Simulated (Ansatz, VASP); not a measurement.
**Two plane-wave programs on Be3GeO**

```
CELL_PARAMETERS angstrom
3.63564 0.00000 0.00000
0.00000 3.63564 0.00000
0.00000 0.00000 3.63564
ATOMIC_POSITIONS crystal
Be 0.50000 0.50000 0.00000
Be 0.00000 0.50000 0.50000
Be 0.50000 0.00000 0.50000
Ge 0.00000 0.00000 0.00000
O 0.50000 0.50000 0.50000
```

Alike in both runs: task electric field gradients; functional PBE; k mesh 10 × 10 × 10; occupations fermi-dirac, width 0.15 eV; no spin polarisation.

```csv
,VASP,Ansatz
version,VASP 6.6.1,Ansatz 0.2.0
potentials or method,"VASP PAW PBE potentials, release 64 (Be, Ge_d, O), cutoff 520 eV","scalar-relativistic, plane waves, PAW"
valence electrons in the cell,26,26
```

VASP gave:

| Property | Result |
| --- | --- |
| gap on the k mesh at the Fermi level (eV) | none |
| pressure (GPa) | 0.1 |
| size of Vzz on the site where it differs most (V/Å²) | 0.0 |

Task: What did Ansatz give for the same quantities?

Result: gap on the k mesh at the Fermi level (eV): none; pressure (GPa): 0.0; size of Vzz on the site where it differs most (V/Å²): 0.7.

A gap of «none» marks a metal or a gap that the smearing closes. With one functional, cell and mesh, what is left measures potentials, basis and numerics.
